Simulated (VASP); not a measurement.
Write the native input for VASP 6.6.1 that does the following.

* Task: single point
* Functional: PBE
* Potentials or basis: VASP PAW PBE potentials, release 64 (Si, Ge_d)
* Cutoff: 520 eV
* k mesh: 12 × 12 × 8
* Occupations: gaussian, width 0.1 eV
* Spin: no spin polarisation
* Dipole correction: no
* Further INCAR settings: ALGO = Normal; EDIFF = 1e-06; NBANDS = 26

The structure of Si5Ge lies in POSCAR:

```
Si5Ge
1.0
    4.4756687293      0.0000000000      0.0000000000
   -2.2378343647      3.8760428185      0.0000000000
    0.0000000000      0.0000000000      5.3930847280
Si Ge
5 1
Direct
    0.0000000000      0.0000000000      0.0000000000
    0.3333333333      0.6666666667      0.2393802858
    0.6666666667      0.3333333333      0.2393802858
    0.6666666667      0.3333333333      0.7606197142
    0.3333333333      0.6666666667      0.7606197142
    0.0000000000      0.0000000000      0.5000000000
```

The cell was generated, and may not be a known phase.

The input as run:

INCAR

```
SYSTEM = Si5Ge
PREC = Accurate ; ENCUT = 520
EDIFF = 1E-6 ; ISMEAR = 0
SIGMA = 0.1 ; LREAL = .False.
LASPH = .True. ; NELM = 80
ALGO = Normal ; ISIF = 2
LWAVE = .False. ; LCHARG = .False.
GGA = PE ; NBANDS = 26
```

KPOINTS

```
regular mesh
0
Gamma
  12 12 8
  0 0 0
```

Potentials or basis: VASP PAW PBE potentials, release 64 (Si, Ge_d).

Launch:

```bash
$ cat potpaw_PBE.64/Si/POTCAR potpaw_PBE.64/Ge_d/POTCAR > POTCAR
$ mpirun -np 1 vasp_std > vasp.out
```

Results of the run:

The pressure is 0.0 GPa and the band gap on the k mesh is zero (bands 17 and 18 overlap by 3.93 eV).

It took 5.3 min on 1 thread of Intel Xeon 8259CL (shared host), peak memory 0.33 GiB.
